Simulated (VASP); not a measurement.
# BiS (Pm-3m) in VASP: settings compared

The runs below take BiS through single point, with HSE06, PBE-based screened hybrid, PBEsol-based screened hybrid, revPBE.

Program: VASP 6.6.1. These are calculated values, not measurements. Logs are shortened: lines on timing, memory, paths and dates and some standing lists are left out, and cuts for length are marked.

## (1) The cell of the first run

Symmetry: Pm-3m, No. 221, cubic system. Conventional cell: a = 4.003 Å, b = 4.003 Å, c = 4.003 Å, α = 90.00°, β = 90.00°, γ = 90.00°. Within 4.6 Å of Bi (site symmetry m-3m) lie 8 S at 3.47 Å and 6 Bi at 4.00 Å. Within 4.6 Å of S (site symmetry m-3m) lie 8 Bi at 3.47 Å and 6 S at 4.00 Å.

## (2) Single point, HSE06

The input, POSCAR:

```
BiS
1.0
    4.0029443400      0.0000000000      0.0000000000
    0.0000000000      4.0029443400      0.0000000000
    0.0000000000      0.0000000000      4.0029443400
Bi S
1 1
Direct
    0.5000000000      0.5000000000      0.5000000000
    0.0000000000      0.0000000000      0.0000000000
```

The input, INCAR.step1:

```
SYSTEM = BiS
ALGO = Normal
EDIFF = 1E-5
ENCUT = 520
GGA = PE
ISIF = 2
ISMEAR = -1
LASPH = .TRUE.
LCHARG = .FALSE.
LREAL = .FALSE.
LWAVE = .TRUE.
NBANDS = 18
NELM = 60
PREC = Accurate
SIGMA = 0.05
```

The input, INCAR.step2:

```
SYSTEM = BiS
ALGO = Normal
EDIFF = 1E-6
ENCUT = 520
GGA = PE
HFSCREEN = 0.2079
ISIF = 2
ISMEAR = -1
ISTART = 1
LASPH = .TRUE.
LCHARG = .FALSE.
LHFCALC = .TRUE.
LREAL = .FALSE.
LWAVE = .FALSE.
NBANDS = 18
NELM = 60
PREC = Accurate
PRECFOCK = Normal
SIGMA = 0.05
```

The input, KPOINTS:

```
k-points
0
G
  4 4 4
  0 0 0
```

Potentials or basis: VASP PAW PBE potentials, release 64 (Bi_d, S).

On the command line:

```
> cat potpaw_PBE.64/Bi_d/POTCAR potpaw_PBE.64/S/POTCAR > POTCAR
> cp INCAR.step1 INCAR
> mpirun -np 1 vasp_std > vasp.out
> cp INCAR.step2 INCAR
> mpirun -np 1 vasp_std > vasp.out
```

OUTCAR:

```text
SYSTEM = BiS
   EDIFF = 1E-6
   ENCUT = 520
   GGA = PE
   HFSCREEN = 0.2079
   ISIF = 2
   ISMEAR = -1
   ISTART = 1
   LASPH = .TRUE.
   LHFCALC = .TRUE.
   LREAL = .FALSE.
   NELM = 60
   PREC = Accurate
   PRECFOCK = Normal

 ion  position               nearest neighbor table
   1  0.500  0.500  0.500-
   2  0.000  0.000  0.000-

  LATTYP: Found a simple cubic cell.
 ALAT       =     4.0029443400

  Lattice vectors:

 A1 = (   4.0029443400,   0.0000000000,   0.0000000000)
 A2 = (   0.0000000000,   4.0029443400,   0.0000000000)
 A3 = (   0.0000000000,   0.0000000000,   4.0029443400)

Analysis of symmetry for initial positions (statically):
=====================================================================
 Subroutine PRICEL returns:
 Original cell was already a primitive cell.

 Routine SETGRP: Setting up the symmetry group for a
 simple cubic supercell.

 Subroutine GETGRP returns: Found 48 space group operations
 (whereof 48 operations were pure point group operations)
 out of a pool of 48 trial point group operations.

The static configuration has the point symmetry O_h .

Analysis of symmetry for dynamics (positions and initial velocities):
=====================================================================
 Subroutine PRICEL returns:
 Original cell was already a primitive cell.

 Routine SETGRP: Setting up the symmetry group for a
 simple cubic supercell.

 Subroutine GETGRP returns: Found 48 space group operations
 (whereof 48 operations were pure point group operations)
 out of a pool of 48 trial point group operations.

The dynamic configuration has the point symmetry O_h .

 Subroutine INISYM returns: Found 48 space group operations
 (whereof 48 operations are pure point group operations),
 and found     1 'primitive' translations

----------------------------------------------------------------------------------------

                                     Primitive cell

  volume of cell :      64.1414

[... 69 lines left out ...]
   LSORBIT =      F    spin-orbit coupling
   LASPH  =      T    aspherical Exc in radial PAW
   ENCUT  =  520.0 eV  38.22 Ry    6.18 a.u.   7.44  7.44  7.44*2*pi/ulx,y,z
   NELM   =     60;   NELMIN=  2; NELMDL=  0     # of ELM steps
   EDIFF  = 0.1E-05   stopping-criterion for ELM
   LREAL  =      F    real-space projection
   EDIFFG = 0.1E-04   stopping-criterion for IOM
   NSW    =      0    number of steps for IOM
   IBRION =     -1    ionic relax: 0-MD 1-quasi-New 2-CG
   NFREE  =      0    steps in history (QN), initial steepest desc. (CG)
   ISIF   =      2    stress and relaxation
   ISYM   =      3    0-nonsym 1-usesym 2-fastsym
   POTIM  = 0.5000    time-step for ionic-motion
   TEBEG  =    0.0;   TEEND  =   0.0 temperature during run
   PSTRESS=    0.0 pullay stress
   NELECT =      21.0000    total number of electrons
   NUPDOWN=      -1.0000    fix difference up-down
   EMIN   =  10.00;   EMAX   =-10.00  energy-range for DOS
   EFERMI =   0.00;   METHOD = LEGACY
   ISMEAR =    -1;   SIGMA  =   0.05  broadening in eV -4-tet -1-fermi 0-gaus
   EFERMI_NEDOS =   21; number of points for ismear=-14 and -15
   IALGO  =     38    algorithm
   IMIX   =      1    mixing-type and parameters
     AMIX     =   0.40;   BMIX     =  1.00
     AMIX_MAG =   1.60;   BMIX_MAG =  1.00
  volume/ion in A,a.u.               =      32.07       216.42
  Fermi-wavevector in a.u.,A,eV,Ry     =   1.128327  2.132229 17.321879  1.273122
  Thomas-Fermi vector in A             =   2.265017
   LORBIT       =      0    0 simple, 1 ext, 2 COOP (PROOUT), +10 PAW based schemes
   GGA     = PE    functional components
   LHFCALC =     T    Hartree Fock is set to
   PRECFOCK=normal    Normal, Fast or Accurate (Low or Medium for compatibility)
   ENCUT4O =  -1.0   cutoff for four orbital integrals eV
   NKREDX  =     1    reduce k-point grid by
   NKREDY  =     1    reduce k-point grid by
   NKREDZ  =     1    reduce k-point grid by
   AEXX    =    0.2500 exact exchange contribution
   HFSCREEN=    0.2079 screening length (either q_TF or 0.3 A-1)
   HFSCREENC=   0.2079 screening length for correlation (either q_TF or 0.3 A-1)
   ENCUTFOCK=  -1.0 apply spherical cutoff to Coloumb kernel
   IVDW    =     0    specifies the selected vdW correction
   LEPSILON=     F    determine dielectric tensor
   LRPA    =     F    only Hartree local field effects (RPA)
 non-spin polarized calculation
  energy-cutoff  :      520.00
  volume of cell :       64.14
 maximum number of plane-waves:      1750
 NGX is ok and might be reduce to    30
  NGX = 24; NGY = 24; NGZ = 24

 number of electron      21.0000015 magnetization

 Free energy of the ion-electron system (eV)
  ---------------------------------------------------
  ext. energy  EPLUGINS =         0.00000000
  ---------------------------------------------------
  free energy    TOTEN  =        -8.47499947 eV

  energy without entropy =       -8.46080501  energy(sigma->0) =       -8.46790224

 E-fermi :   4.1926     XC(G=0):  -7.6326

 val. band max:        4.1486813775   @ k =   0.2500   0.2500   0.0000
 cond. band min:       4.5280638904   @ k =   0.5000   0.5000   0.2500
 fundamental gap:      0.3793825129
 Fermi energy:         4.1925547974

 k-point     1 :       0.0000    0.0000    0.0000
  band No.  band energies     occupation
      1     -21.5940      2.00000
      2     -21.5940      2.00000
      3     -21.5469      2.00000
      4     -21.5469      2.00000
      5     -21.5469      2.00000
      6     -10.3363      2.00000
[... 187 lines left out ...]
      5     -21.5429      2.00000
      6      -8.7398      2.00000
[... 10 lines left out ...]
     17      18.6929      0.00000
     18      18.6929      0.00000

------------------------ aborting loop because EDIFF is reached ----------------------------------------

  FORCE on cell =-STRESS in cart. coord.  units (eV):
  Direction    XX          YY          ZZ          XY          YZ          ZX
  --------------------------------------------------------------------------------------
  -------------------------------------------------------------------------------------
  Total       -5.3274868     -5.3274868     -5.3274868      0.0000000      0.0000000      0.0000000
  in kB     -133.0743380   -133.0743380   -133.0743380      0.0000000      0.0000000      0.0000000
  external PRESSURE =    -133.0743380 kB  Pullay stress =       0.0000000 kB

 VOLUME and BASIS-vectors are now :
 -----------------------------------------------------------------------------
  energy-cutoff  :      520.00
  volume of cell :       64.14
      direct lattice vectors                 reciprocal lattice vectors
     4.002944340  0.000000000  0.000000000     0.249816114  0.000000000  0.000000000
     0.000000000  4.002944340  0.000000000     0.000000000  0.249816114  0.000000000
     0.000000000  0.000000000  4.002944340     0.000000000  0.000000000  0.249816114

 POSITION                                       TOTAL-FORCE (eV/Angst)
 -----------------------------------------------------------------------------------
      2.00147      2.00147      2.00147         0.000000      0.000000      0.000000
      0.00000      0.00000      0.00000         0.000000      0.000000      0.000000
 -----------------------------------------------------------------------------------
    total drift:                               -0.000005      0.000002     -0.000001

  FREE ENERGIE OF THE ION-ELECTRON SYSTEM (eV)
  ---------------------------------------------------
  free  energy   TOTEN  =        -8.4749994745 eV

  energy  without entropy=       -8.4608050146  energy(sigma->0) =       -8.46790224
```

OUTCAR.step1:

```text
SYSTEM = BiS
   EDIFF = 1E-5
   ENCUT = 520
   GGA = PE
   ISIF = 2
   ISMEAR = -1
   LASPH = .TRUE.
[... 414 lines left out ...]
      2.00147      2.00147      2.00147         0.000000      0.000000      0.000000
      0.00000      0.00000      0.00000         0.000000      0.000000      0.000000
 -----------------------------------------------------------------------------------
    total drift:                                0.000000      0.000000      0.000000

  FREE ENERGIE OF THE ION-ELECTRON SYSTEM (eV)
  ---------------------------------------------------
  free  energy   TOTEN  =        -7.1416292427 eV

  energy  without entropy=       -7.1265509638  energy(sigma->0) =       -7.13409010
```

OSZICAR.step1:

```text
N       E                     dE             d eps       ncg     rms          rms(c)
DAV:   1     0.156448572910E+03    0.15645E+03   -0.10393E+04   360   0.116E+03
DAV:   2     0.567439191287E+01   -0.15077E+03   -0.14587E+03   400   0.300E+02
DAV:   3    -0.746030024039E+01   -0.13135E+02   -0.13010E+02   430   0.915E+01
DAV:   4    -0.783731206711E+01   -0.37701E+00   -0.37608E+00   464   0.167E+01
DAV:   5    -0.784880062846E+01   -0.11489E-01   -0.11487E-01   486   0.277E+00    0.413E+00
DAV:   6    -0.716820921384E+01    0.68059E+00   -0.33818E+00   472   0.691E+00    0.280E+00
DAV:   7    -0.714892727130E+01    0.19282E-01   -0.19170E-01   398   0.213E+00    0.146E+00
DAV:   8    -0.714155642084E+01    0.73709E-02   -0.45308E-02   392   0.118E+00    0.409E-01
DAV:   9    -0.714140791329E+01    0.14851E-03   -0.26773E-03   476   0.228E-01    0.185E-01
DAV:  10    -0.714165190645E+01   -0.24399E-03   -0.36782E-04   400   0.183E-01    0.971E-02
DAV:  11    -0.714162876571E+01    0.23141E-04   -0.39100E-05   456   0.433E-02    0.700E-03
DAV:  12    -0.714162924271E+01   -0.47700E-06   -0.40620E-06   244   0.112E-02
   1 F= -.71416292E+01 E0= -.71340901E+01  d E =-.150783E-01
```

Wall time 10 min (1 thread of AMD EPYC 7R13 (Zen 3), shared host); peak memory 0.25 GiB.

What came out:

| Item | Value |
| --- | --- |
| Free energy | -8.4750 eV |
| Pressure | -13.3 GPa |

Caveat: the k points lie up to 0.39 Å⁻¹ apart; the PAW data sets were made with another functional, which shifts forces and pressure a little; spin-orbit coupling is left out, which moves the levels of the heavy elements.

## (3) Single point, PBE-based screened hybrid

POSCAR is that of step 2.

The input, INCAR.step1:

```
PREC = Accurate
ENCUT = 520
EDIFF = 1E-5
ISMEAR = -1
SIGMA = 0.05
LREAL = False
LASPH = True
NELM = 100
ALGO = Normal
ISIF = 2
LWAVE = True
LCHARG = False
NBANDS = 18
GGA = PE
```

The input, INCAR.step2:

```
PREC = Accurate
ENCUT = 520
EDIFF = 1E-7
ISMEAR = -1
SIGMA = 0.05
LREAL = False
LASPH = True
NELM = 100
ALGO = Normal
ISIF = 2
LWAVE = False
LCHARG = False
GGA = PE
LHFCALC = True
AEXX = 0.25
HFSCREEN = 0.3
PRECFOCK = Normal
NBANDS = 18
ISTART = 1
```

The input, KPOINTS:

```
Automatic mesh
0
Gamma
  4 4 4
```

Potentials or basis: VASP PAW PBE potentials, release 64 (Bi_d, S).

On the command line:

```
> cat potpaw_PBE.64/Bi_d/POTCAR potpaw_PBE.64/S/POTCAR > POTCAR
> cp INCAR.step1 INCAR
> mpirun -np 1 vasp_std > vasp.out
> cp INCAR.step2 INCAR
> mpirun -np 1 vasp_std > vasp.out
```

OUTCAR:

```text
PREC = Accurate
   ENCUT = 520
   EDIFF = 1E-7
   ISMEAR = -1
   LREAL = False
   LASPH = True
   NELM = 100
   ISIF = 2
   GGA = PE
   LHFCALC = True
   AEXX = 0.25
   HFSCREEN = 0.3
   PRECFOCK = Normal
   ISTART = 1

 ion  position               nearest neighbor table
   1  0.500  0.500  0.500-
   2  0.000  0.000  0.000-

  LATTYP: Found a simple cubic cell.
 ALAT       =     4.0029443400

  Lattice vectors:

 A1 = (   4.0029443400,   0.0000000000,   0.0000000000)
 A2 = (   0.0000000000,   4.0029443400,   0.0000000000)
 A3 = (   0.0000000000,   0.0000000000,   4.0029443400)

Analysis of symmetry for initial positions (statically):
=====================================================================
 Subroutine PRICEL returns:
 Original cell was already a primitive cell.

 Routine SETGRP: Setting up the symmetry group for a
 simple cubic supercell.

 Subroutine GETGRP returns: Found 48 space group operations
 (whereof 48 operations were pure point group operations)
 out of a pool of 48 trial point group operations.

The static configuration has the point symmetry O_h .

Analysis of symmetry for dynamics (positions and initial velocities):
=====================================================================
 Subroutine PRICEL returns:
 Original cell was already a primitive cell.

 Routine SETGRP: Setting up the symmetry group for a
 simple cubic supercell.

 Subroutine GETGRP returns: Found 48 space group operations
 (whereof 48 operations were pure point group operations)
 out of a pool of 48 trial point group operations.

The dynamic configuration has the point symmetry O_h .

 Subroutine INISYM returns: Found 48 space group operations
 (whereof 48 operations are pure point group operations),
 and found     1 'primitive' translations

[... 100 lines left out ...]
  volume/ion in A,a.u.               =      32.07       216.42
  Fermi-wavevector in a.u.,A,eV,Ry     =   1.128327  2.132229 17.321879  1.273122
  Thomas-Fermi vector in A             =   2.265017
   LORBIT       =      0    0 simple, 1 ext, 2 COOP (PROOUT), +10 PAW based schemes
   GGA     = PE    functional components
   LHFCALC =     T    Hartree Fock is set to
   PRECFOCK=normal    Normal, Fast or Accurate (Low or Medium for compatibility)
   ENCUT4O =  -1.0   cutoff for four orbital integrals eV
   NKREDX  =     1    reduce k-point grid by
   NKREDY  =     1    reduce k-point grid by
   NKREDZ  =     1    reduce k-point grid by
   AEXX    =    0.2500 exact exchange contribution
   HFSCREEN=    0.3000 screening length (either q_TF or 0.3 A-1)
   HFSCREENC=   0.3000 screening length for correlation (either q_TF or 0.3 A-1)
   ENCUTFOCK=  -1.0 apply spherical cutoff to Coloumb kernel
   IVDW    =     0    specifies the selected vdW correction
   LEPSILON=     F    determine dielectric tensor
   LRPA    =     F    only Hartree local field effects (RPA)
 non-spin polarized calculation
  energy-cutoff  :      520.00
  volume of cell :       64.14
 maximum number of plane-waves:      1750
 NGX is ok and might be reduce to    30
  NGX = 24; NGY = 24; NGZ = 24

 number of electron      21.0000015 magnetization

 Free energy of the ion-electron system (eV)
  ---------------------------------------------------
  ext. energy  EPLUGINS =         0.00000000
  ---------------------------------------------------
  free energy    TOTEN  =        -8.18316210 eV

  energy without entropy =       -8.16846415  energy(sigma->0) =       -8.17581312

 E-fermi :   4.1883     XC(G=0):  -7.7712

 val. band max:        4.1411386563   @ k =   0.2500   0.2500   0.0000
 cond. band min:       4.4944374818   @ k =   0.5000   0.5000   0.2500
 fundamental gap:      0.3532988255
 Fermi energy:         4.1883292247

 k-point     1 :       0.0000    0.0000    0.0000
  band No.  band energies     occupation
      1     -21.3939      2.00000
      2     -21.3939      2.00000
      3     -21.3473      2.00000
      4     -21.3473      2.00000
      5     -21.3473      2.00000
      6     -10.1347      2.00000
[... 187 lines left out ...]
      5     -21.3428      2.00000
      6      -8.5614      2.00000
[... 10 lines left out ...]
     17      18.5373      0.00000
     18      18.5373      0.00000

------------------------ aborting loop because EDIFF is reached ----------------------------------------

  FORCE on cell =-STRESS in cart. coord.  units (eV):
  Direction    XX          YY          ZZ          XY          YZ          ZX
  --------------------------------------------------------------------------------------
  -------------------------------------------------------------------------------------
  Total       -5.2050647     -5.2050647     -5.2050647      0.0000000      0.0000000     -0.0000000
  in kB     -130.0163766   -130.0163766   -130.0163766      0.0000000      0.0000000     -0.0000000
  external PRESSURE =    -130.0163766 kB  Pullay stress =       0.0000000 kB

 VOLUME and BASIS-vectors are now :
 -----------------------------------------------------------------------------
  energy-cutoff  :      520.00
  volume of cell :       64.14
      direct lattice vectors                 reciprocal lattice vectors
     4.002944340  0.000000000  0.000000000     0.249816114  0.000000000  0.000000000
     0.000000000  4.002944340  0.000000000     0.000000000  0.249816114  0.000000000
     0.000000000  0.000000000  4.002944340     0.000000000  0.000000000  0.249816114

 POSITION                                       TOTAL-FORCE (eV/Angst)
 -----------------------------------------------------------------------------------
      2.00147      2.00147      2.00147         0.000000      0.000000      0.000000
      0.00000      0.00000      0.00000         0.000000      0.000000      0.000000
 -----------------------------------------------------------------------------------
    total drift:                                0.000000      0.000000      0.000000

  FREE ENERGIE OF THE ION-ELECTRON SYSTEM (eV)
  ---------------------------------------------------
  free  energy   TOTEN  =        -8.1831620961 eV

  energy  without entropy=       -8.1684641503  energy(sigma->0) =       -8.17581312
```

OSZICAR.step1:

```text
N       E                     dE             d eps       ncg     rms          rms(c)
DAV:   1     0.156448572910E+03    0.15645E+03   -0.10393E+04   360   0.116E+03
DAV:   2     0.567439191287E+01   -0.15077E+03   -0.14587E+03   400   0.300E+02
DAV:   3    -0.746030024039E+01   -0.13135E+02   -0.13010E+02   430   0.915E+01
DAV:   4    -0.783731206711E+01   -0.37701E+00   -0.37608E+00   464   0.167E+01
DAV:   5    -0.784880062846E+01   -0.11489E-01   -0.11487E-01   486   0.277E+00    0.413E+00
DAV:   6    -0.716820921384E+01    0.68059E+00   -0.33818E+00   472   0.691E+00    0.280E+00
DAV:   7    -0.714892727130E+01    0.19282E-01   -0.19170E-01   398   0.213E+00    0.146E+00
DAV:   8    -0.714155642084E+01    0.73709E-02   -0.45308E-02   392   0.118E+00    0.409E-01
DAV:   9    -0.714140791329E+01    0.14851E-03   -0.26773E-03   476   0.228E-01    0.185E-01
DAV:  10    -0.714165190645E+01   -0.24399E-03   -0.36782E-04   400   0.183E-01    0.971E-02
DAV:  11    -0.714162876571E+01    0.23141E-04   -0.39100E-05   456   0.433E-02    0.700E-03
DAV:  12    -0.714162924271E+01   -0.47700E-06   -0.40620E-06   244   0.112E-02
   1 F= -.71416292E+01 E0= -.71340901E+01  d E =-.150783E-01
```

Wall time 16 min (1 thread of AMD EPYC 7R13 (Zen 3), shared host); peak memory 0.25 GiB.

What came out:

```yaml
Free_energy: -8.1832 eV
Pressure: -13.0 GPa
```

Caveat: the k points lie up to 0.39 Å⁻¹ apart; the PAW data sets were made with another functional, which shifts forces and pressure a little; spin-orbit coupling is left out, which moves the levels of the heavy elements.

[end of part 1 of 2]
